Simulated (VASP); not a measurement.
## Tc: relaxation of cell and atoms with PBEsol

Tc:

```xyz
2
Lattice="2.7400 0.0000 0.0000 -1.3700 2.3729 0.0000 0.0000 0.0000 4.3980" Properties=species:S:1:pos:R:3 pbc="T T T"
Tc    1.3700    0.7910    3.2985
Tc    0.0000    1.5819    1.0995
```

| Quantity | Value |
| --- | --- |
| Program | VASP 6.6.1 |
| Task | relaxation of cell and atoms |
| Functional | PBEsol |
| Potentials or basis | VASP PAW PBE potentials, release 64 (Tc_pv) |
| Cutoff | 600 eV |
| k mesh | 11 × 11 × 6 |
| Occupations | fermi-dirac, width 0.05 eV |
| Spin | no spin polarisation |
| Target pressure | 20 GPa |
| Dipole correction | no |
| Further INCAR settings | ALGO = Normal; EDIFF = 1e-07; IBRION = 2; EDIFFG = -0.01; NSW = 80; ISIF = 3 |

The relaxed volume is 13.24 Å³/atom and the relaxed cell is a = 2.671 Å, b = 2.671 Å, c = 4.287 Å, α = 90.00°, β = 90.00°, γ = 120.00°. The space group after relaxing (to 0.1 Å) is P6_3/mmc (No. 194). The energy change on relaxing (the run minimises the enthalpy) is +36.4 meV/atom. The ionic steps are 5 and the pressure after relaxing is 20.0 GPa. The band gap on the k mesh is zero (bands 13 and 14 overlap by 3.49 eV).

Stress tensor (GPa, compression positive):
```
20.04  0.00  0.00
 0.00 20.04  0.00
 0.00  0.00 19.93
```

The path:
| step | energy change (eV) | largest force (eV/Å) | pressure (GPa) | volume (Å³) |
| --- | --- | --- | --- | --- |
| 1 | 0.0000 | 0.0000 | -7.10 | 28.59 |
| 2 | 4.6015 | 0.0000 | 243.79 | 19.71 |
| 3 | 0.0424 | 0.0000 | 15.85 | 26.75 |
| 4 | 0.0629 | 0.0000 | 18.73 | 26.56 |
| 5 | 0.0729 | 0.0000 | 20.00 | 26.48 |

Final structure:
```yaml
crystal:
  lattice:
    - [2.67083, 0.00000, 0.00000]
    - [-1.33541, 2.31300, 0.00000]
    - [0.00000, 0.00000, 4.28651]
  atoms:
    - { symbol: Tc, position: [0.66667, 0.33333, 0.75000] }
    - { symbol: Tc, position: [0.33333, 0.66667, 0.25000] }
```

Levels at points of the mesh, in eV from the Fermi level:
```tsv
k point	band 9	band 10	band 11	band 12	band 13	band 14	band 15	band 16	band 17
(0.00, 0.00, 0.00)	-1.76	-1.76	-1.68	-0.94	-0.94	-0.14	-0.14	1.89	2.84
(0.00, 0.00, 0.50)	-2.03	-2.03	-1.90	-1.90	-1.90	-1.90	2.10	2.10	2.10
```

It took 4.6 min on 1 thread of AMD EPYC 7R13, with other jobs on the host, peak memory 0.16 GiB.

Caveat: the cell is relaxed towards a set pressure, so the run minimises the enthalpy, not the energy; the PAW data sets were made with another functional, which shifts forces and pressure a little.
